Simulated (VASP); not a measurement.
# W (P6_3/mmc) in VASP: notebook, part 2 of 2

VASP 6.6.1.

## 3. Single point, RPBE (16.04 Å³/atom)

This run uses another cell than the first one, of 16.04 Å³/atom.

INCAR

```
ALGO     = Normal         # electronic algorithm
EDIFF    = 1E-7           # SCF threshold, eV
ENCUT    = 520            # plane-wave cutoff, eV
GGA      = RP             # functional
ISIF     = 2              # what is computed and relaxed
ISMEAR   = -1             # smearing method
LASPH    = T              # aspherical terms in the spheres
LCHARG   = T              # write CHGCAR
LELF     = T              # ELF
LREAL    = F              # projectors in reciprocal space
LVHAR    = T            
LWAVE    = F              # write WAVECAR
NBANDS   = 36             # bands
NELM     = 60             # most SCF steps
PREC     = Accurate       # precision mode
SIGMA    = 0.1            # smearing width, eV
```

KPOINTS

```
k-points
0
Gamma
  15 15 4
```

POSCAR

```
W
1.0
    2.7590189547      0.0000000000      0.0000000000
   -1.3795094774      2.3893805043      0.0000000000
    0.0000000000      0.0000000000      9.7349519745
W
4
Direct
    1.0000000000      1.0000000000      1.0000000000
    1.0000000000      1.0000000000      0.5000000000
    0.3333333333      0.6666666667      0.2500000000
    0.6666666667      0.3333333333      0.7500000000
```

Potentials or basis: VASP PAW PBE potentials, release 64 (W_sv).

On the command line:

```
$ cat potpaw_PBE.64/W_sv/POTCAR > POTCAR
$ mpirun -np 1 vasp_std > vasp.out
```

OUTCAR:

```text
EDIFF = 1E-7
   ENCUT = 520
   GGA = RP
   ISIF = 2
   ISMEAR = -1
   LASPH = T
   LREAL = F
   NELM = 60
   PREC = Accurate

 ion  position               nearest neighbor table
   1  0.000  0.000  0.000-   3 2.91   4 2.91   4 2.91   3 2.91   4 2.91   3 2.91
   2  0.000  0.000  0.500-   3 2.91   4 2.91   4 2.91   3 2.91   4 2.91   3 2.91
   3  0.333  0.667  0.250-   1 2.91   2 2.91   1 2.91   2 2.91   1 2.91   2 2.91
   4  0.667  0.333  0.750-   1 2.91   2 2.91   1 2.91   2 2.91   1 2.91   2 2.91

  LATTYP: Found a hexagonal cell.
 ALAT       =     2.7590189547
 C/A-ratio  =     3.5284106903

  Lattice vectors:

 A1 = (   2.7590189547,   0.0000000000,   0.0000000000)
 A2 = (  -1.3795094774,   2.3893805043,   0.0000000000)
 A3 = (   0.0000000000,   0.0000000000,   9.7349519745)

Analysis of symmetry for initial positions (statically):
=====================================================================
 Subroutine PRICEL returns:
 Original cell was already a primitive cell.

 Routine SETGRP: Setting up the symmetry group for a
 hexagonal supercell.

 Subroutine GETGRP returns: Found 24 space group operations
 (whereof 12 operations were pure point group operations)
 out of a pool of 24 trial point group operations.

The static configuration has the point symmetry D_3d.
 The point group associated with its full space group is D_6h.

Analysis of symmetry for dynamics (positions and initial velocities):
=====================================================================
 Subroutine PRICEL returns:
 Original cell was already a primitive cell.

 Routine SETGRP: Setting up the symmetry group for a
 hexagonal supercell.

 Subroutine GETGRP returns: Found 24 space group operations
 (whereof 12 operations were pure point group operations)
 out of a pool of 24 trial point group operations.

The dynamic configuration has the point symmetry D_3d.
 The point group associated with its full space group is D_6h.

 Subroutine INISYM returns: Found 24 space group operations
 (whereof 12 operations are pure point group operations),
 and found     1 'primitive' translations

----------------------------------------------------------------------------------------

                                     Primitive cell

  volume of cell :      64.1762

  direct lattice vectors                    reciprocal lattice vectors
     2.759018955  0.000000000  0.000000000     0.362447673  0.209259262  0.000000000
    -1.379509477  2.389380504  0.000000000     0.000000000  0.418518523  0.000000000
     0.000000000  0.000000000  9.734951974     0.000000000  0.000000000  0.102722643

  length of vectors
     2.759018955  2.759018955  9.734951974     0.418518523  0.418518523  0.102722643

  position of ions in fractional coordinates (direct lattice)
     0.000000000  0.000000000  0.000000000
     0.000000000  0.000000000  0.500000000
     0.333333333  0.666666667  0.250000000
     0.666666667  0.333333333  0.750000000

  ion indices of the primitive-cell ions
   primitive index   ion index
                 1           1
[... 20 lines left out ...]
     0.027901235  0.027901235  0.025680661

  Shift w.r.t. Gamma in fractional coordinates (k-lattice)
     0.000000000  0.000000000  0.000000000

 Subroutine IBZKPT returns following result:
 ===========================================

 Found     81 irreducible k-points:

 Following reciprocal coordinates:
            Coordinates               Weight
  0.000000  0.000000  0.000000      1.000000
  0.066667  0.000000  0.000000      6.000000
  0.133333  0.000000  0.000000      6.000000
  0.200000  0.000000  0.000000      6.000000
  0.266667  0.000000  0.000000      6.000000
  0.333333  0.000000  0.000000      6.000000
[... 16 lines left out ...]
  0.333333  0.200000  0.000000     12.000000
  0.400000  0.200000  0.000000      6.000000
 [... further k-points ...]
   k-points           NKPTS =     81   k-points in BZ     NKDIM =     81   number of bands    NBANDS=     36
   number of dos      NEDOS =    301   number of ions     NIONS =      4
   total plane-waves  NPLWV =  41472
   dimension x,y,z NGX =    24 NGY =   24 NGZ =   72
   dimension x,y,z NGXF=    48 NGYF=   48 NGZF=  144
   ions per type =               4
   NGX,Y,Z   is equivalent  to a cutoff of  14.46, 14.46, 12.30 a.u.
   NGXF,Y,Z  is equivalent  to a cutoff of  28.92, 28.92, 24.59 a.u.
 SYSTEM =  unknown system
   PREC   = accura    normal or accurate (medium, high low for compatibility)
   ISTART =      0    job   : 0-new  1-cont  2-samecut
   ICHARG =      2    charge: 1-file 2-atom 10-const
   ISPIN  =      1    spin polarized calculation?
   LNONCOLLINEAR =      F non collinear calculations
   LSORBIT =      F    spin-orbit coupling
   LASPH  =      T    aspherical Exc in radial PAW
   ENCUT  =  520.0 eV  38.22 Ry    6.18 a.u.   5.13  5.13 18.10*2*pi/ulx,y,z
   NELM   =     60;   NELMIN=  2; NELMDL= -5     # of ELM steps
   EDIFF  = 0.1E-06   stopping-criterion for ELM
   LREAL  =      F    real-space projection
   EDIFFG = 0.1E-05   stopping-criterion for IOM
   NSW    =      0    number of steps for IOM
   IBRION =     -1    ionic relax: 0-MD 1-quasi-New 2-CG
   NFREE  =      0    steps in history (QN), initial steepest desc. (CG)
   ISIF   =      2    stress and relaxation
   ISYM   =      2    0-nonsym 1-usesym 2-fastsym
   POTIM  = 0.5000    time-step for ionic-motion
   TEBEG  =    0.0;   TEEND  =   0.0 temperature during run
   PSTRESS=    0.0 pullay stress
   NELECT =      56.0000    total number of electrons
   NUPDOWN=      -1.0000    fix difference up-down
   EMIN   =  10.00;   EMAX   =-10.00  energy-range for DOS
   EFERMI =   0.00;   METHOD = LEGACY
   ISMEAR =    -1;   SIGMA  =   0.10  broadening in eV -4-tet -1-fermi 0-gaus
   EFERMI_NEDOS =   21; number of points for ismear=-14 and -15
   IALGO  =     38    algorithm
   IMIX   =      4    mixing-type and parameters
     AMIX     =   0.40;   BMIX     =  1.00
     AMIX_MAG =   1.60;   BMIX_MAG =  1.00
  volume/ion in A,a.u.               =      16.04       108.27
  Fermi-wavevector in a.u.,A,eV,Ry     =   1.564394  2.956277 33.297941  2.447330
  Thomas-Fermi vector in A             =   2.667025
   LORBIT       =      0    0 simple, 1 ext, 2 COOP (PROOUT), +10 PAW based schemes
   GGA     = RP    functional components
   LHFCALC =     F    Hartree Fock is set to
   AEXX    =    0.0000 exact exchange contribution
   IVDW    =     0    specifies the selected vdW correction
   LEPSILON=     F    determine dielectric tensor
   LRPA    =     F    only Hartree local field effects (RPA)
 non-spin polarized calculation
  energy-cutoff  :      520.00
  volume of cell :       64.18
 maximum number of plane-waves:      1743
 NGX is ok and might be reduce to    24
   NGX = 11   NGY = 11   NGZ = 37

 number of electron      55.9999996 magnetization

 Free energy of the ion-electron system (eV)
  ---------------------------------------------------
  ext. energy  EPLUGINS =         0.00000000
  ---------------------------------------------------
  free energy    TOTEN  =       -47.66255295 eV

  energy without entropy =      -47.53404715  energy(sigma->0) =      -47.59830005

 E-fermi :  10.9977     XC(G=0): -13.5029

 val. band max:       10.9965387330   @ k =   0.0667   0.0000   0.0000
 cond. band min:      11.0011775629   @ k =   0.0000   0.0000   0.0000
 fundamental gap:      0.0046388299
 Fermi energy:        10.9976970359

 k-point     1 :       0.0000    0.0000    0.0000
  band No.  band energies     occupation
      1     -62.7725      2.00000
      2     -62.7429      2.00000
      3     -62.7147      2.00000
      4     -62.6849      2.00000
      5     -27.5480      2.00000
      6     -27.0709      2.00000
[... 925 lines left out ...]
     35      15.6973      0.00000
     36      15.8698      0.00000

 [... further k-points ...]

------------------------ aborting loop because EDIFF is reached ----------------------------------------

  FORCE on cell =-STRESS in cart. coord.  units (eV):
  Direction    XX          YY          ZZ          XY          YZ          ZX
  --------------------------------------------------------------------------------------
  -------------------------------------------------------------------------------------
  Total        5.4682062      5.4682062      4.2944944     -0.0000000      0.0000000      0.0000000
  in kB      136.5154008    136.5154008    107.2133367     -0.0000000      0.0000000      0.0000000
  external PRESSURE =     126.7480461 kB  Pullay stress =       0.0000000 kB

 VOLUME and BASIS-vectors are now :
 -----------------------------------------------------------------------------
  energy-cutoff  :      520.00
  volume of cell :       64.18
      direct lattice vectors                 reciprocal lattice vectors
     2.759018955  0.000000000  0.000000000     0.362447673  0.209259262  0.000000000
    -1.379509477  2.389380504  0.000000000     0.000000000  0.418518523  0.000000000
     0.000000000  0.000000000  9.734951974     0.000000000  0.000000000  0.102722643

 POSITION                                       TOTAL-FORCE (eV/Angst)
 -----------------------------------------------------------------------------------
      0.00000      0.00000      0.00000         0.000000      0.000000      0.000000
      0.00000      0.00000      4.86748         0.000000      0.000000      0.000000
     -0.00000      1.59292      2.43374        -0.000000      0.000000      0.000000
      1.37951      0.79646      7.30121         0.000000     -0.000000      0.000000
 -----------------------------------------------------------------------------------
    total drift:                               -0.000000      0.000000      0.000000

  FREE ENERGIE OF THE ION-ELECTRON SYSTEM (eV)
  ---------------------------------------------------
  free  energy   TOTEN  =       -47.6625529530 eV

  energy  without entropy=      -47.5340471494  energy(sigma->0) =      -47.59830005
```

Run time: 5.6 min. Hardware: 1 thread of Intel Xeon 8259CL, shared host; peak memory 0.27 GiB.

What came out:

* Free energy: -47.6626 eV
* Pressure: 12.7 GPa
* Band gap on the k mesh: zero (bands 28 and 29 overlap by 2.06 eV)

Stress tensor (GPa, compression positive):
```
13.65  0.00  0.00
 0.00 13.65  0.00
 0.00  0.00 10.72
```

Levels at points of the mesh, in eV from the Fermi level:
```tsv
k point	band 24	band 25	band 26	band 27	band 28	band 29	band 30	band 31	band 32	band 33
(0.00, 0.00, 0.00)	-0.60	-0.60	-0.46	-0.46	-0.20	-0.18	-0.18	0.00	0.00	2.26
(0.00, 0.00, 0.50)	-1.27	-0.49	-0.49	-0.49	-0.49	-0.16	-0.16	-0.16	-0.16	2.62
```

Caveat: the cell stands under pressure; the PAW data sets were made with another functional, which shifts forces and pressure a little; spin-orbit coupling is left out, which moves the levels of the heavy elements.

## 4. Single point, RPBE (16.71 Å³/atom)

This run uses another cell than the first one, of 16.71 Å³/atom.

INCAR

```
PREC = Accurate ; ENCUT = 520
EDIFF = 1E-7 ; ISMEAR = -1
SIGMA = 0.1 ; LREAL = F
LASPH = T ; NELM = 80
ALGO = Normal ; ISIF = 2
LWAVE = F ; LCHARG = T
GGA = RP ; LELF = T
LVHAR = T ; NBANDS = 36
```

KPOINTS

```
regular mesh
0
Gamma
  15 15 4
```

POSCAR

```
W
1.0
    2.7968184321      0.0000000000      0.0000000000
   -1.3984092161      2.4221158119      0.0000000000
    0.0000000000      0.0000000000      9.8683240543
W
4
Direct
    1.0000000000      1.0000000000      1.0000000000
    1.0000000000      1.0000000000      0.5000000000
    0.3333333333      0.6666666667      0.2500000000
    0.6666666667      0.3333333333      0.7500000000
```

On the command line:

```
$ cat potpaw_PBE.64/W_sv/POTCAR > POTCAR
$ mpirun -np 1 vasp_std > vasp.out
```

It took 6.5 min on 1 thread of Intel Xeon 8259CL, shared host; peak memory 0.29 GiB.

Results (log left out):

| Property | Result |
| --- | --- |
| Free energy | -47.7699 eV |
| Pressure | 0.4 GPa |
| Band gap on the k mesh | zero (bands 28 and 29 overlap by 1.88 eV) |

Stress tensor (GPa, compression positive):
```
 0.64  0.00  0.00
 0.00  0.64  0.00
 0.00  0.00 -0.04
```

Levels at points of the mesh, in eV from the Fermi level:
| k point | band 26 | band 27 | band 28 | band 29 | band 30 | band 31 |
| --- | --- | --- | --- | --- | --- | --- |
| (0.00, 0.00, 0.00) | -0.41 | -0.41 | -0.29 | -0.14 | -0.14 | 0.02 |
| (0.00, 0.00, 0.50) | -0.44 | -0.44 | -0.44 | -0.13 | -0.13 | -0.13 |

Caveat: the PAW data sets were made with another functional, which shifts forces and pressure a little; spin-orbit coupling is left out, which moves the levels of the heavy elements.

## 5. The runs side by side

| cell | gap on the mesh (eV) | pressure (GPa) |
| --- | --- | --- |
| a = 2.720, b = 2.720, c = 9.598 Å, angles 90.0, 90.0, 120.0°, 4 atoms | none | 27.7 |
| a = 2.759, b = 2.759, c = 9.735 Å, angles 90.0, 90.0, 120.0°, 4 atoms | none | 12.7 |
| a = 2.797, b = 2.797, c = 9.868 Å, angles 90.0, 90.0, 120.0°, 4 atoms | none | 0.4 |

Alike in all rows: task single point; level RPBE; potentials or basis VASP PAW PBE potentials, release 64 (W_sv); no spin polarisation; k mesh 15 × 15 × 4; cutoff (eV) 520; smearing fermi-dirac 0.1 eV.

Caveats: the PAW data sets were made with another functional, which shifts forces and pressure a little; spin-orbit coupling is left out, which moves the levels of the heavy elements; the stress differs along the axes, from 24 to 30 GPa (at least some runs); the cell stands under pressure (at least some runs).

Absolute energies hang on the potentials; compare differences alone.
